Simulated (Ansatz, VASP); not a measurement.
## HgTe in VASP and in Ansatz

The input INCAR:

```
PREC     = Accurate       # precision mode
ENCUT    = 600            # plane-wave cutoff, eV
EDIFF    = 1E-7           # SCF threshold, eV
ISMEAR   = -1             # smearing method
SIGMA    = 0.05           # smearing width, eV
LREAL    = False          # projectors in reciprocal space
LASPH    = True           # aspherical terms in the spheres
NELM     = 100            # most SCF steps
ALGO     = Normal         # electronic algorithm
ISIF     = 3              # what is computed and relaxed
LWAVE    = False          # write WAVECAR
LCHARG   = False          # write CHGCAR
GGA      = PE             # functional
IVDW     = 12             # dispersion correction
IBRION   = 2              # ionic algorithm
NSW      = 60             # ionic steps
EDIFFG   = -0.01          # ionic threshold
```

File KPOINTS:

```
regular mesh
0
Gamma
  7 7 7
```

File POSCAR:

```
HgTe
1.0
    0.0000000000      3.1800000000      3.1800000000
    3.1800000000      0.0000000000      3.1800000000
    3.1800000000      3.1800000000      0.0000000000
Hg Te
1 1
Direct
    0.0000000000      0.0000000000      0.0000000000
    0.5000000000      0.5000000000      0.5000000000
```

Contents of input.yaml:

```yaml
crystal:
  lattice:
    - [0.0, 3.18, 3.18]
    - [3.18, 0.0, 3.18]
    - [3.18, 3.18, 0.0]
  atoms:
    - { symbol: Hg, position: [0.0, 0.0, 0.0] }
    - { symbol: Te, position: [0.5, 0.5, 0.5] }
hamiltonian:
  xc: pbe
  pseudopotentials: { kind: paw }
  dispersion: d3bj
kpoints:
  mp_grid: { grid: [7, 7, 7] }
scf:
  occupations: { method: fermi_dirac, width: 0.05 }
output:
  forces: true
  stress: true
  eigenvalues: true
relax:
  f_tol: 0.01
  max_steps: 40
  cell: { stress_tol: 0.05 }
```

Alike in both runs: task relaxation of cell and atoms; functional PBE; dispersion D3(BJ); k mesh 7 × 7 × 7; occupations fermi-dirac, width 0.05 eV; no spin polarisation.

|  | VASP | Ansatz |
| --- | --- | --- |
| version | VASP 6.6.1 | Ansatz 0.2.0 |
| potentials or method | VASP PAW PBE potentials, release 64 (Hg, Te) | Ansatz PAW |
| plane-wave cutoff (eV) | 600 | 420 |
| valence electrons in the cell | 18 | 36 |

|  | VASP | Ansatz | Ansatz less VASP |
| --- | --- | --- | --- |
| gap on the k mesh at the Fermi level, each at its own relaxed structure (eV) | none | none | - |
| relaxed volume (Å³/atom) | 27.55 | 27.47 | -0.076 |
| relaxed cell length with the largest relative difference (Å) | 4.271 | 4.267 | -0.0040 |

A gap of «none» marks a metal or a gap that the smearing closes. VASP's potentials hold 18 valence electrons a cell and Ansatz's 36, so a difference there can come from the potentials and not from the codes.

Spin-orbit coupling is off throughout. Noted on Ansatz's run: the plane-wave basis is chosen anew once the cell has moved, so the energies of steps on either side of that aren't comparable.
